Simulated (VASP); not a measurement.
**BN: single point with r2SCAN**

Crystal: BN.

```xyz
4
Lattice="2.3788 0.0000 0.0000 -1.1894 2.0601 0.0000 0.0000 0.0000 6.4947" Properties=species:S:1:pos:R:3 pbc="T T T"
B     0.0000    1.3734    1.6237
B     1.1894    0.6867    4.8710
N     0.0000    1.3734    4.8710
N     1.1894    0.6867    1.6237
```

This cell differs from its parent crystal: strain -0.050 along x and y, -0.025 along z.

| Property | Result |
| --- | --- |
| Program | VASP 6.6.1 |
| Task | single point |
| Functional | r2SCAN |
| Potentials or basis | VASP PAW PBE potentials, release 64 (B, N) |
| Cutoff | 520 eV |
| k mesh | 12 × 12 × 4 |
| Occupations | gaussian, width 0.05 eV |
| Spin | no spin polarisation |

```yaml
Pressure: 48.0 GPa
Band_gap_on_the_k_mesh: 5.09 eV, indirect (least direct gap 5.65 eV)
```

Stress tensor (GPa, compression positive):
```
71.30  0.00  0.00
 0.00 71.30  0.00
 0.00  0.00  1.54
```

Levels at points of the mesh, in eV from the valence-band top:
| k point | band 5 | band 6 | band 7 | band 8 | band 9 | band 10 | band 11 | band 12 |
| --- | --- | --- | --- | --- | --- | --- | --- | --- |
| (0.00, 0.00, 0.00) | -1.15 | -1.15 | -1.11 | -1.11 | 5.69 | 11.83 | 13.65 | 13.65 |
| (0.50, 0.00, 0.00) | -4.54 | -4.48 | -1.64 | -0.56 | 5.09 | 6.76 | 11.65 | 12.45 |
| (0.00, 0.00, 0.50) | -1.13 | -1.13 | -1.13 | -1.13 | 8.47 | 8.47 | 13.71 | 13.71 |
| (0.50, 0.00, 0.50) | -4.51 | -4.51 | -1.08 | -1.08 | 5.64 | 5.64 | 12.35 | 12.35 |

Run time: 74 s on 1 thread of Intel(R) Xeon(R) Platinum 8488C (Sapphire Rapids), with other jobs on the host, peak memory 0.15 GiB.

Caveat: the cell differs from its parent crystal (strain -0.050 along x and y, -0.025 along z); the PAW data sets were made with another functional, which shifts forces and pressure a little. A k mesh can miss the band edges.
